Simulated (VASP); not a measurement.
# Ta2Si (I4/mcm) in VASP: notebook, part 2 of 2

VASP 6.6.1. The steps go on from the part before.

### 3 Single point, PBEsol (strain along c alone, the other axes held: +3.0 %, then relaxed in part)

The input, INCAR:

```
SYSTEM = Ta2Si
  PREC = Accurate
  ENCUT = 520
  EDIFF = 1E-6
  ISMEAR = 0
  SIGMA = 0.1
  LREAL = .False.
  LASPH = .True.
  NELM = 80
  ALGO = Fast
  ISIF = 2
  LWAVE = .False.
  LCHARG = .True.
  GGA = PS
  LELF = .True.
  LVHAR = .True.
  NBANDS = 64
```

The input, KPOINTS:

```
Automatic mesh
0
Gamma
  6 6 8
  0 0 0
```

The input, POSCAR:

```
Ta2Si
1.0
    6.1367534380      0.0000000000      0.0000000000
    0.0000000000      6.1367534380      0.0000000000
    0.0000000000      0.0000000000      5.1909926863
Ta Si
8 4
Direct
    0.3364056184      0.1635943816      0.5000000000
    0.8364056184      0.3364056184      0.5000000000
    0.1635943816      0.3364056184      0.0000000000
    0.6635943816      0.1635943816      0.0000000000
    0.8364056184      0.6635943816      0.0000000000
    0.3364056184      0.8364056184      0.0000000000
    0.6635943816      0.8364056184      0.5000000000
    0.1635943816      0.6635943816      0.5000000000
    0.0000000000      0.0000000000      0.2500000000
    0.0000000000      0.0000000000      0.7500000000
    0.5000000000      0.5000000000      0.7500000000
    0.5000000000      0.5000000000      0.2500000000
```

Potentials or basis: VASP PAW PBE potentials, release 64 (Ta_pv, Si).

Started as:

```sh
> cat potpaw_PBE.64/Ta_pv/POTCAR potpaw_PBE.64/Si/POTCAR > POTCAR
> mpirun -np 1 vasp_std > vasp.out
```

OUTCAR:

```text
SYSTEM = Ta2Si
   PREC = Accurate
   ENCUT = 520
   EDIFF = 1E-6
   ISMEAR = 0
   LREAL = .False.
   LASPH = .True.
   NELM = 80
   ISIF = 2
   GGA = PS

 ion  position               nearest neighbor table
   1  0.336  0.164  0.500-   9 2.64  10 2.64  11 2.64  12 2.64   7 2.84   3 3.00   3 3.00   8 3.25
                             2 3.25   8 3.25   2 3.25   4 3.28   6 3.28   6 3.28   4 3.28
   2  0.836  0.336  0.500-   9 2.64  10 2.64  11 2.64  12 2.64   8 2.84   4 3.00   4 3.00   1 3.25
                             7 3.25   7 3.25   1 3.25   3 3.28   5 3.28   5 3.28   3 3.28
   3  0.164  0.336  0.000-   9 2.64  10 2.64  11 2.64  12 2.64   5 2.84   1 3.00   1 3.00   6 3.25
                             4 3.25   6 3.25   4 3.25   2 3.28   8 3.28   8 3.28   2 3.28
   4  0.664  0.164  0.000-   9 2.64  10 2.64  11 2.64  12 2.64   6 2.84   2 3.00   2 3.00   3 3.25
                             5 3.25   5 3.25   3 3.25   1 3.28   7 3.28   7 3.28   1 3.28
   5  0.836  0.664  0.000-   9 2.64  10 2.64  11 2.64  12 2.64   3 2.84   7 3.00   7 3.00   4 3.25
                             6 3.25   4 3.25   6 3.25   2 3.28   8 3.28   8 3.28   2 3.28
   6  0.336  0.836  0.000-   9 2.64  10 2.64  11 2.64  12 2.64   4 2.84   8 3.00   8 3.00   3 3.25
                             5 3.25   3 3.25   5 3.25   7 3.28   7 3.28   1 3.28   1 3.28
   7  0.664  0.836  0.500-   9 2.64  10 2.64  11 2.64  12 2.64   1 2.84   5 3.00   5 3.00   8 3.25
                             2 3.25   2 3.25   8 3.25   6 3.28   6 3.28   4 3.28   4 3.28
   8  0.164  0.664  0.500-   9 2.64  10 2.64  11 2.64  12 2.64   2 2.84   6 3.00   6 3.00   7 3.25
                             1 3.25   1 3.25   7 3.25   5 3.28   3 3.28   5 3.28   3 3.28
   9  0.000  0.000  0.250-  10 2.60  10 2.60   3 2.64   4 2.64   5 2.64   6 2.64   7 2.64   8 2.64
                             1 2.64   2 2.64
  10  0.000  0.000  0.750-   9 2.60   9 2.60   3 2.64   4 2.64   5 2.64   6 2.64   7 2.64   8 2.64
                             1 2.64   2 2.64
  11  0.500  0.500  0.750-  12 2.60  12 2.60   3 2.64   4 2.64   5 2.64   6 2.64   7 2.64   8 2.64
                             1 2.64   2 2.64
  12  0.500  0.500  0.250-  11 2.60  11 2.60   3 2.64   4 2.64   5 2.64   6 2.64   7 2.64   8 2.64
                             1 2.64   2 2.64

  LATTYP: Found a simple tetragonal cell.
 ALAT       =     6.1367534380
 C/A-ratio  =     0.8458858155

  Lattice vectors:

 A1 = (   6.1367534380,   0.0000000000,   0.0000000000)
 A2 = (   0.0000000000,   6.1367534380,   0.0000000000)
 A3 = (   0.0000000000,   0.0000000000,   5.1909926863)

Analysis of symmetry for initial positions (statically):
=====================================================================
 Subroutine PRICEL returns following result:

  LATTYP: Found a body centered tetragonal cell.
 ALAT       =     6.1367534380
 C/A-ratio  =     0.8458858155

  Lattice vectors:

 A1 = (  -3.0683767190,  -3.0683767190,  -2.5954963432)
 A2 = (   3.0683767190,   3.0683767190,  -2.5954963432)
 A3 = (   3.0683767190,  -3.0683767190,   2.5954963432)

   2 primitive cells build up your supercell.

 Routine SETGRP: Setting up the symmetry group for a
 simple tetragonal supercell.

 Subroutine GETGRP returns: Found 16 space group operations
 (whereof  8 operations were pure point group operations)
 out of a pool of 16 trial point group operations.

The static configuration has the point symmetry C_4h.
 The point group associated with its full space group is D_4h.

Analysis of symmetry for dynamics (positions and initial velocities):
[... 119 lines left out ...]
   NGX,Y,Z   is equivalent  to a cutoff of  13.00, 13.00, 12.81 a.u.
   NGXF,Y,Z  is equivalent  to a cutoff of  26.01, 26.01, 25.62 a.u.
 SYSTEM =  Ta2Si
   PREC   = accura    normal or accurate (medium, high low for compatibility)
   ISTART =      0    job   : 0-new  1-cont  2-samecut
   ICHARG =      2    charge: 1-file 2-atom 10-const
   ISPIN  =      1    spin polarized calculation?
   LNONCOLLINEAR =      F non collinear calculations
   LSORBIT =      F    spin-orbit coupling
   LASPH  =      T    aspherical Exc in radial PAW
   ENCUT  =  520.0 eV  38.22 Ry    6.18 a.u.  11.41 11.41  9.65*2*pi/ulx,y,z
   NELM   =     80;   NELMIN=  2; NELMDL= -5     # of ELM steps
   EDIFF  = 0.1E-05   stopping-criterion for ELM
   LREAL  =      F    real-space projection
   EDIFFG = 0.1E-04   stopping-criterion for IOM
   NSW    =      0    number of steps for IOM
   IBRION =     -1    ionic relax: 0-MD 1-quasi-New 2-CG
   NFREE  =      0    steps in history (QN), initial steepest desc. (CG)
   ISIF   =      2    stress and relaxation
   ISYM   =      2    0-nonsym 1-usesym 2-fastsym
   POTIM  = 0.5000    time-step for ionic-motion
   TEBEG  =    0.0;   TEEND  =   0.0 temperature during run
   PSTRESS=    0.0 pullay stress
   NELECT =     104.0000    total number of electrons
   NUPDOWN=      -1.0000    fix difference up-down
   EMIN   =  10.00;   EMAX   =-10.00  energy-range for DOS
   EFERMI =   0.00;   METHOD = LEGACY
   ISMEAR =     0;   SIGMA  =   0.10  broadening in eV -4-tet -1-fermi 0-gaus
   EFERMI_NEDOS =   21; number of points for ismear=-14 and -15
   IALGO  =     68    algorithm
   IMIX   =      4    mixing-type and parameters
     AMIX     =   0.40;   BMIX     =  1.00
     AMIX_MAG =   1.60;   BMIX_MAG =  1.00
  volume/ion in A,a.u.               =      16.29       109.94
  Fermi-wavevector in a.u.,A,eV,Ry     =   1.326508  2.506737 23.941147  1.759625
  Thomas-Fermi vector in A             =   2.455890
   LORBIT       =      0    0 simple, 1 ext, 2 COOP (PROOUT), +10 PAW based schemes
   GGA     = PS    functional components
   LHFCALC =     F    Hartree Fock is set to
   AEXX    =    0.0000 exact exchange contribution
   IVDW    =     0    specifies the selected vdW correction
   LEPSILON=     F    determine dielectric tensor
   LRPA    =     F    only Hartree local field effects (RPA)
 non-spin polarized calculation
 RMM-DIIS sequential band-by-band and
 Gauss-broadening in eV      SIGMA  =   0.10
  energy-cutoff  :      520.00
  volume of cell :      195.49
 maximum number of plane-waves:      5288
 NGX is ok and might be reduce to    48
   NGX = 23   NGY = 23   NGZ = 19

 number of electron     104.0000010 magnetization

 Free energy of the ion-electron system (eV)
  ---------------------------------------------------
  ext. energy  EPLUGINS =         0.00000000
  ---------------------------------------------------
  free energy    TOTEN  =      -130.47436662 eV

  energy without entropy =     -130.44086119  energy(sigma->0) =     -130.45761391

 E-fermi :   7.2194     XC(G=0): -12.4525

 val. band max:        7.2171518627   @ k =   0.1667   0.0000   0.0000
 cond. band min:       7.2266566192   @ k =   0.1667   0.1667   0.0000
 fundamental gap:      0.0095047565
 Fermi energy:         7.2193541835

 k-point     1 :       0.0000    0.0000    0.0000
  band No.  band energies     occupation
      1     -27.4026      2.00000
      2     -27.3655      2.00000
      3     -27.2654      2.00000
      4     -27.2618      2.00000
      5     -27.2612      2.00000
      6     -27.2612      2.00000
[... 1597 lines left out ...]
     63      10.2867      0.00000
     64      10.3830      0.00000

 [... further k-points ...]

------------------------ aborting loop because EDIFF is reached ----------------------------------------

  FORCE on cell =-STRESS in cart. coord.  units (eV):
  Direction    XX          YY          ZZ          XY          YZ          ZX
  --------------------------------------------------------------------------------------
  -------------------------------------------------------------------------------------
  Total       -5.4604957     -5.4604957    -10.6526078      0.0000000      0.0000000      0.0000000
  in kB      -44.7522508    -44.7522508    -87.3049269      0.0000000      0.0000000      0.0000000
  external PRESSURE =     -58.9364762 kB  Pullay stress =       0.0000000 kB

 VOLUME and BASIS-vectors are now :
 -----------------------------------------------------------------------------
  energy-cutoff  :      520.00
  volume of cell :      195.49
      direct lattice vectors                 reciprocal lattice vectors
     6.136753438  0.000000000  0.000000000     0.162952612  0.000000000  0.000000000
     0.000000000  6.136753438  0.000000000     0.000000000  0.162952612  0.000000000
     0.000000000  0.000000000  5.190992686     0.000000000  0.000000000  0.192641381

 POSITION                                       TOTAL-FORCE (eV/Angst)
 -----------------------------------------------------------------------------------
      2.06444      1.00394      2.59550         0.004137     -0.004137     -0.000000
      5.13282      2.06444      2.59550         0.004137      0.004137      0.000000
      1.00394      2.06444      0.00000        -0.004137      0.004137     -0.000000
      4.07232      1.00394      0.00000        -0.004137     -0.004137      0.000000
      5.13282      4.07232      0.00000         0.004137     -0.004137      0.000000
      2.06444      5.13282      0.00000         0.004137      0.004137     -0.000000
      4.07232      5.13282      2.59550        -0.004137      0.004137      0.000000
      1.00394      4.07232      2.59550        -0.004137     -0.004137     -0.000000
      0.00000      0.00000      1.29775        -0.000000      0.000000     -0.000000
      0.00000      0.00000      3.89324        -0.000000      0.000000     -0.000000
      3.06838      3.06838      3.89324        -0.000000      0.000000     -0.000000
      3.06838      3.06838      1.29775        -0.000000      0.000000     -0.000000
 -----------------------------------------------------------------------------------
    total drift:                                0.000000      0.000000     -0.000000

  FREE ENERGIE OF THE ION-ELECTRON SYSTEM (eV)
  ---------------------------------------------------
  free  energy   TOTEN  =      -130.4743666219 eV

  energy  without entropy=     -130.4408611889  energy(sigma->0) =     -130.45761391
```

It took 5.5 min on 1 thread of Intel Xeon 6975P-C (Granite Rapids), shared host; peak memory 0.58 GiB.

What came out:

* Free energy: -130.4744 eV
* Pressure: -5.9 GPa
* Largest force: 0.006 eV/Å
* Band gap on the k mesh: zero (band 52 reaches 7.44 eV, above the bottom of band 53 at 7.04 eV)

Forces on the atoms (eV/Å):
```
Ta   0.004 -0.004  0.000
Ta   0.004  0.004  0.000
Ta  -0.004  0.004  0.000
Ta  -0.004 -0.004  0.000
Ta   0.004 -0.004  0.000
Ta   0.004  0.004  0.000
Ta  -0.004  0.004  0.000
Ta  -0.004 -0.004  0.000
Si   0.000  0.000  0.000
Si   0.000  0.000  0.000
Si   0.000  0.000  0.000
Si   0.000  0.000  0.000
```

Stress tensor (GPa, compression positive):
```
-4.48  0.00  0.00
 0.00 -4.48  0.00
 0.00  0.00 -8.73
```

Levels at points of the mesh, in eV from the Fermi level:
| k point | band 50 | band 51 | band 52 | band 53 | band 54 | band 55 |
| --- | --- | --- | --- | --- | --- | --- |
| (0.00, 0.00, 0.00) | -0.84 | -0.09 | -0.05 | 0.27 | 0.36 | 0.76 |
| (0.50, 0.00, 0.00) | -0.37 | -0.21 | -0.21 | 0.49 | 0.49 | 0.52 |
| (0.50, 0.50, 0.00) | -0.25 | 0.01 | 0.01 | 0.21 | 0.21 | 0.72 |
| (0.00, 0.00, 0.50) | -0.93 | -0.83 | -0.83 | 0.59 | 0.59 | 0.59 |
| (0.50, 0.00, 0.50) | -1.00 | -1.00 | -1.00 | 0.69 | 0.69 | 0.69 |
| (0.50, 0.50, 0.50) | -1.02 | -1.02 | -1.02 | 0.76 | 0.76 | 0.76 |

Caveat: the cell differs from its parent crystal (strain along c alone, the other axes held: +3.0 %, then relaxed in part); the PAW data sets were made with another functional, which shifts forces and pressure a little; spin-orbit coupling is left out, which moves the levels of the heavy elements.
